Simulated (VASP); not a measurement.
# NaCl (Pm-3m) in VASP: settings compared

The runs below take NaCl through single point, with PBE-based screened hybrid with 25 % exact exchange, RPBE+D3(BJ).

Program: VASP 6.6.1. These are calculated values, not measurements. Logs are shortened: lines on timing, memory, paths and dates and some standing lists are left out, and cuts for length are marked.

**1. The cell of the first run**

Symmetry: Pm-3m, No. 221, cubic system. Conventional cell: a = 3.502 Å, b = 3.502 Å, c = 3.502 Å, α = 90.00°, β = 90.00°, γ = 90.00°. Within 4.0 Å of Cl (site symmetry m-3m) lie 8 Na at 3.03 Å and 6 Cl at 3.50 Å. Within 4.0 Å of Na (site symmetry m-3m) lie 8 Cl at 3.03 Å and 6 Na at 3.50 Å.

**2. Single point, PBE-based screened hybrid with 25 % exact exchange**

POSCAR reads:

```
NaCl
1.0
    3.5021900000      0.0000000000      0.0000000000
    0.0000000000      3.5021900000      0.0000000000
    0.0000000000      0.0000000000      3.5021900000
Cl Na
1 1
Direct
    0.5000000000      0.5000000000      0.5000000000
    0.0000000000      0.0000000000      0.0000000000
```

INCAR.step1 reads:

```
  PREC = Accurate
  ENCUT = 520
  EDIFF = 1E-5
  ISMEAR = -1
  SIGMA = 0.05
  LREAL = F
  LASPH = T
  NELM = 60
  ALGO = Normal
  ISIF = 2
  LWAVE = T
  LCHARG = F
  NBANDS = 14
  GGA = PE
```

INCAR.step2 reads:

```
  PREC = Accurate
  ENCUT = 520
  EDIFF = 1E-7
  ISMEAR = -1
  SIGMA = 0.05
  LREAL = F
  LASPH = T
  NELM = 60
  ALGO = Normal
  ISIF = 2
  LWAVE = F
  LCHARG = F
  GGA = PE
  LHFCALC = T
  AEXX = 0.25
  HFSCREEN = 0.3
  PRECFOCK = Normal
  NBANDS = 14
  ISTART = 1
```

KPOINTS reads:

```
Automatic mesh
0
Gamma
  4 4 4
```

Potentials or basis: VASP PAW PBE potentials, release 64 (Cl, Na_pv).

The run is started by

```console
> cat potpaw_PBE.64/Cl/POTCAR potpaw_PBE.64/Na_pv/POTCAR > POTCAR
> cp INCAR.step1 INCAR
> mpirun -np 1 vasp_std > vasp.out
> cp INCAR.step2 INCAR
> mpirun -np 1 vasp_std > vasp.out
```

OUTCAR:

```text
PREC = Accurate
   ENCUT = 520
   EDIFF = 1E-7
   ISMEAR = -1
   LREAL = F
   LASPH = T
   NELM = 60
   ISIF = 2
   GGA = PE
   LHFCALC = T
   AEXX = 0.25
   HFSCREEN = 0.3
   PRECFOCK = Normal
   ISTART = 1

 ion  position               nearest neighbor table
   1  0.500  0.500  0.500-
   2  0.000  0.000  0.000-

  LATTYP: Found a simple cubic cell.
 ALAT       =     3.5021900000

  Lattice vectors:

 A1 = (   3.5021900000,   0.0000000000,   0.0000000000)
 A2 = (   0.0000000000,   3.5021900000,   0.0000000000)
 A3 = (   0.0000000000,   0.0000000000,   3.5021900000)

Analysis of symmetry for initial positions (statically):
=====================================================================
 Subroutine PRICEL returns:
 Original cell was already a primitive cell.

 Routine SETGRP: Setting up the symmetry group for a
 simple cubic supercell.

 Subroutine GETGRP returns: Found 48 space group operations
 (whereof 48 operations were pure point group operations)
 out of a pool of 48 trial point group operations.

The static configuration has the point symmetry O_h .

Analysis of symmetry for dynamics (positions and initial velocities):
=====================================================================
 Subroutine PRICEL returns:
 Original cell was already a primitive cell.

 Routine SETGRP: Setting up the symmetry group for a
 simple cubic supercell.

 Subroutine GETGRP returns: Found 48 space group operations
 (whereof 48 operations were pure point group operations)
 out of a pool of 48 trial point group operations.

The dynamic configuration has the point symmetry O_h .

 Subroutine INISYM returns: Found 48 space group operations
 (whereof 48 operations are pure point group operations),
 and found     1 'primitive' translations

----------------------------------------------------------------------------------------

                                     Primitive cell

  volume of cell :      42.9555

  direct lattice vectors                    reciprocal lattice vectors
     3.502190000  0.000000000  0.000000000     0.285535622  0.000000000  0.000000000
     0.000000000  3.502190000  0.000000000     0.000000000  0.285535622  0.000000000
     0.000000000  0.000000000  3.502190000     0.000000000  0.000000000  0.285535622

  length of vectors
     3.502190000  3.502190000  3.502190000     0.285535622  0.285535622  0.285535622

  position of ions in fractional coordinates (direct lattice)
     0.500000000  0.500000000  0.500000000
     0.000000000  0.000000000  0.000000000

  ion indices of the primitive-cell ions
   primitive index   ion index
                 1           1
                 2           2

----------------------------------------------------------------------------------------

 KPOINTS: Automatic mesh

Automatic generation of k-mesh.
 Grid dimensions read from file:
 generate k-points for:    4    4    4

 Generating k-lattice:

  Cartesian coordinates                     Fractional coordinates (reciprocal lattice)
     0.071383905  0.000000000  0.000000000     0.250000000  0.000000000  0.000000000
     0.000000000  0.071383905  0.000000000     0.000000000  0.250000000  0.000000000
     0.000000000  0.000000000  0.071383905     0.000000000  0.000000000  0.250000000

  Length of vectors
     0.071383905  0.071383905  0.071383905

  Shift w.r.t. Gamma in fractional coordinates (k-lattice)
     0.000000000  0.000000000  0.000000000

 Subroutine IBZKPT returns following result:
 ===========================================

 Found     10 irreducible k-points:

 Following reciprocal coordinates:
            Coordinates               Weight
  0.000000  0.000000  0.000000      1.000000
  0.250000  0.000000  0.000000      6.000000
  0.500000  0.000000  0.000000      3.000000
  0.250000  0.250000  0.000000     12.000000
  0.500000  0.250000  0.000000     12.000000
  0.500000  0.500000  0.000000      3.000000
  0.250000  0.250000  0.250000      8.000000
  0.500000  0.250000  0.250000     12.000000
  0.500000  0.500000  0.250000      6.000000
  0.500000  0.500000  0.500000      1.000000
   k-points           NKPTS =     10   k-points in BZ     NKDIM =     64   number of bands    NBANDS=     14
   number of dos      NEDOS =    301   number of ions     NIONS =      2
   total plane-waves  NPLWV =  21952
   dimension x,y,z NGX =    28 NGY =   28 NGZ =   28
   dimension x,y,z NGXF=    56 NGYF=   56 NGZF=   56
   ions per type =               1   1
   NGX,Y,Z   is equivalent  to a cutoff of  13.29, 13.29, 13.29 a.u.
   NGXF,Y,Z  is equivalent  to a cutoff of  26.58, 26.58, 26.58 a.u.
 SYSTEM =  unknown system
   PREC   = accura    normal or accurate (medium, high low for compatibility)
   ISTART =      1    job   : 0-new  1-cont  2-samecut
   ICHARG =      0    charge: 1-file 2-atom 10-const
   ISPIN  =      1    spin polarized calculation?
   LNONCOLLINEAR =      F non collinear calculations
   LSORBIT =      F    spin-orbit coupling
   LASPH  =      T    aspherical Exc in radial PAW
   ENCUT  =  520.0 eV  38.22 Ry    6.18 a.u.   6.51  6.51  6.51*2*pi/ulx,y,z
   NELM   =     60;   NELMIN=  2; NELMDL=  0     # of ELM steps
   EDIFF  = 0.1E-06   stopping-criterion for ELM
   LREAL  =      F    real-space projection
   EDIFFG = 0.1E-05   stopping-criterion for IOM
   NSW    =      0    number of steps for IOM
   IBRION =     -1    ionic relax: 0-MD 1-quasi-New 2-CG
   NFREE  =      0    steps in history (QN), initial steepest desc. (CG)
   ISIF   =      2    stress and relaxation
   ISYM   =      3    0-nonsym 1-usesym 2-fastsym
   POTIM  = 0.5000    time-step for ionic-motion
   TEBEG  =    0.0;   TEEND  =   0.0 temperature during run
   PSTRESS=    0.0 pullay stress
   NELECT =      14.0000    total number of electrons
   NUPDOWN=      -1.0000    fix difference up-down
   EMIN   =  10.00;   EMAX   =-10.00  energy-range for DOS
   EFERMI =   0.00;   METHOD = LEGACY
   ISMEAR =    -1;   SIGMA  =   0.05  broadening in eV -4-tet -1-fermi 0-gaus
   EFERMI_NEDOS =   21; number of points for ismear=-14 and -15
   IALGO  =     38    algorithm
   IMIX   =      1    mixing-type and parameters
     AMIX     =   0.40;   BMIX     =  1.00
     AMIX_MAG =   1.60;   BMIX_MAG =  1.00
  volume/ion in A,a.u.               =      21.48       144.94
  Fermi-wavevector in a.u.,A,eV,Ry     =   1.126621  2.129005 17.269530  1.269275
  Thomas-Fermi vector in A             =   2.263304
   LORBIT       =      0    0 simple, 1 ext, 2 COOP (PROOUT), +10 PAW based schemes
   GGA     = PE    functional components
   LHFCALC =     T    Hartree Fock is set to
   PRECFOCK=normal    Normal, Fast or Accurate (Low or Medium for compatibility)
   ENCUT4O =  -1.0   cutoff for four orbital integrals eV
   NKREDX  =     1    reduce k-point grid by
   NKREDY  =     1    reduce k-point grid by
   NKREDZ  =     1    reduce k-point grid by
   AEXX    =    0.2500 exact exchange contribution
   HFSCREEN=    0.3000 screening length (either q_TF or 0.3 A-1)
   HFSCREENC=   0.3000 screening length for correlation (either q_TF or 0.3 A-1)
   ENCUTFOCK=  -1.0 apply spherical cutoff to Coloumb kernel
   IVDW    =     0    specifies the selected vdW correction
   LEPSILON=     F    determine dielectric tensor
   LRPA    =     F    only Hartree local field effects (RPA)
 non-spin polarized calculation
  energy-cutoff  :      520.00
  volume of cell :       42.96
 maximum number of plane-waves:      1189
 NGX is ok and might be reduce to    28
  NGX = 20; NGY = 20; NGZ = 20

 number of electron      13.9999982 magnetization

 Free energy of the ion-electron system (eV)
  ---------------------------------------------------
  ext. energy  EPLUGINS =         0.00000000
  ---------------------------------------------------
  free energy    TOTEN  =        -7.37136965 eV

  energy without entropy =       -7.37136965  energy(sigma->0) =       -7.37136965

 E-fermi :   0.7559     XC(G=0):  -7.1443

 val. band max:       -0.3485939129   @ k =   0.5000   0.5000   0.0000
 cond. band min:       4.7009240900   @ k =   0.0000   0.0000   0.0000
 fundamental gap:      5.0495180030
 Fermi energy:         0.7559030521

 k-point     1 :       0.0000    0.0000    0.0000
  band No.  band energies     occupation
      1     -24.5451      2.00000
      2     -24.5451      2.00000
      3     -24.5451      2.00000
      4     -14.9261      2.00000
      5      -0.8755      2.00000
      6      -0.8755      2.00000
      7      -0.8755      2.00000
      8       4.7009      0.00000
      9       9.3205      0.00000
     10       9.3205      0.00000
     11      16.7604      0.00000
     12      16.7604      0.00000
     13      16.7604      0.00000
     14      17.0432      0.00000

 k-point     2 :       0.2500    0.0000    0.0000
  band No.  band energies     occupation
      1     -24.5638      2.00000
      2     -24.5434      2.00000
      3     -24.5434      2.00000
      4     -14.7424      2.00000
      5      -2.3467      2.00000
      6      -0.7525      2.00000
      7      -0.7525      2.00000
      8       6.0754      0.00000
      9      10.0160      0.00000
     10      10.2104      0.00000
     11      14.0030      0.00000
     12      14.0030      0.00000
     13      16.1274      0.00000
     14      16.5899      0.00000

 k-point     3 :       0.5000    0.0000    0.0000
  band No.  band energies     occupation
      1     -24.5824      2.00000
      2     -24.5416      2.00000
      3     -24.5416      2.00000
      4     -14.5443      2.00000
      5      -3.4463      2.00000
      6      -0.6229      2.00000
      7      -0.6229      2.00000
      8       7.6784      0.00000
      9       9.4655      0.00000
     10      11.3380      0.00000
     11      12.7544      0.00000
     12      12.7544      0.00000
     13      13.8142      0.00000
     14      18.1354      0.00000
[... 86 lines left out ...]
 k-point     9 :       0.5000    0.5000    0.2500
  band No.  band energies     occupation
      1     -24.5715      2.00000
      2     -24.5715      2.00000
      3     -24.5538      2.00000
      4     -14.1120      2.00000
      5      -2.5520      2.00000
      6      -2.5520      2.00000
      7      -1.4302      2.00000
      8       6.8907      0.00000
      9       9.2345      0.00000
     10       9.2345      0.00000
     11      13.3029      0.00000
     12      14.8727      0.00000
     13      16.0264      0.00000
     14      16.0264      0.00000

 k-point    10 :       0.5000    0.5000    0.5000
  band No.  band energies     occupation
      1     -24.5688      2.00000
      2     -24.5688      2.00000
      3     -24.5688      2.00000
      4     -13.9607      2.00000
      5      -2.3235      2.00000
      6      -2.3235      2.00000
      7      -2.3235      2.00000
      8       7.8339      0.00000
      9       7.8339      0.00000
     10       7.8339      0.00000
     11      12.6281      0.00000
     12      17.0145      0.00000
     13      17.0145      0.00000
     14      17.0145      0.00000

------------------------ aborting loop because EDIFF is reached ----------------------------------------

  FORCE on cell =-STRESS in cart. coord.  units (eV):
  Direction    XX          YY          ZZ          XY          YZ          ZX
  --------------------------------------------------------------------------------------
  -------------------------------------------------------------------------------------
  Total       -0.0903358     -0.0903358     -0.0903358     -0.0000000      0.0000000     -0.0000000
  in kB       -3.3693921     -3.3693921     -3.3693921     -0.0000000      0.0000000     -0.0000000
  external PRESSURE =      -3.3693921 kB  Pullay stress =       0.0000000 kB

 VOLUME and BASIS-vectors are now :
 -----------------------------------------------------------------------------
  energy-cutoff  :      520.00
  volume of cell :       42.96
      direct lattice vectors                 reciprocal lattice vectors
     3.502190000  0.000000000  0.000000000     0.285535622  0.000000000  0.000000000
     0.000000000  3.502190000  0.000000000     0.000000000  0.285535622  0.000000000
     0.000000000  0.000000000  3.502190000     0.000000000  0.000000000  0.285535622

 POSITION                                       TOTAL-FORCE (eV/Angst)
 -----------------------------------------------------------------------------------
      1.75110      1.75110      1.75110         0.000000      0.000000      0.000000
      0.00000      0.00000      0.00000         0.000000      0.000000      0.000000
 -----------------------------------------------------------------------------------
    total drift:                               -0.000009     -0.000008     -0.000007

  FREE ENERGIE OF THE ION-ELECTRON SYSTEM (eV)
  ---------------------------------------------------
  free  energy   TOTEN  =        -7.3713696457 eV

  energy  without entropy=       -7.3713696457  energy(sigma->0) =       -7.37136965
```

Run time: 3.3 min. Hardware: 1 thread of Intel Xeon Platinum 8488C (Sapphire Rapids), shared host; peak memory 0.25 GiB.

Results:

```
Free energy            : -7.3714 eV
Pressure               : -0.3 GPa
Band gap on the k mesh : 5.05 eV (least direct gap 5.58 eV)
```

Caveat: the k points lie up to 0.45 Å⁻¹ apart; the PAW data sets were made with another functional, which shifts forces and pressure a little.

**3. Single point, RPBE+D3(BJ)**

This run uses another cell than the first one, of 16.08 Å³/atom.

INCAR reads:

```
SYSTEM = NaCl
  PREC = Accurate
  ENCUT = 520
  EDIFF = 1E-6
  ISMEAR = -1
  SIGMA = 0.05
  LREAL = .False.
  LASPH = .True.
  NELM = 60
  ALGO = Normal
  ISIF = 2
  LWAVE = .False.
  LCHARG = .True.
  GGA = RP
  IVDW = 12
  LELF = .True.
  LVHAR = .True.
  NBANDS = 14
```

KPOINTS reads:

```
regular mesh
0
Gamma
  8 8 8
  0 0 0
```

POSCAR reads:

```
NaCl
1.0
    3.1802285249      0.0000000000      0.0000000000
    0.0000000000      3.1802285249      0.0000000000
    0.0000000000      0.0000000000      3.1802285249
Cl Na
1 1
Direct
    0.5000000000      0.5000000000      0.5000000000
    0.0000000000      0.0000000000      0.0000000000
```

Potentials or basis: VASP PAW PBE potentials, release 64 (Cl, Na_pv).

The run is started by

```console
> cat potpaw_PBE.64/Cl/POTCAR potpaw_PBE.64/Na_pv/POTCAR > POTCAR
> mpirun -np 1 vasp_std > vasp.out
```

Run time: 11 s. Hardware: 1 thread of Intel Xeon 8259CL, shared host; peak memory 0.15 GiB.

It converged, with:

```
Free energy                : -8.4111 eV
Pressure                   : -0.1 GPa
Band gap on the k mesh     : 5.52 eV (least direct gap 5.55 eV)
Dispersion energy per atom : -1.428 eV
```

Levels at points of the mesh, in eV from the valence-band top:
| k point | band 5 | band 6 | band 7 | band 8 | band 9 | band 10 |
| --- | --- | --- | --- | --- | --- | --- |
| (0.00, 0.00, 0.00) | -0.77 | -0.77 | -0.77 | 5.52 | 8.18 | 8.18 |
| (0.50, 0.00, 0.00) | -4.40 | -0.43 | -0.43 | 8.18 | 10.29 | 11.06 |
| (0.50, 0.50, 0.00) | -3.43 | -3.43 | 0.00 | 5.55 | 10.54 | 13.00 |
| (0.50, 0.50, 0.50) | -2.91 | -2.91 | -2.91 | 7.18 | 7.18 | 7.18 |

Caveat: the PAW data sets were made with another functional, which shifts forces and pressure a little.
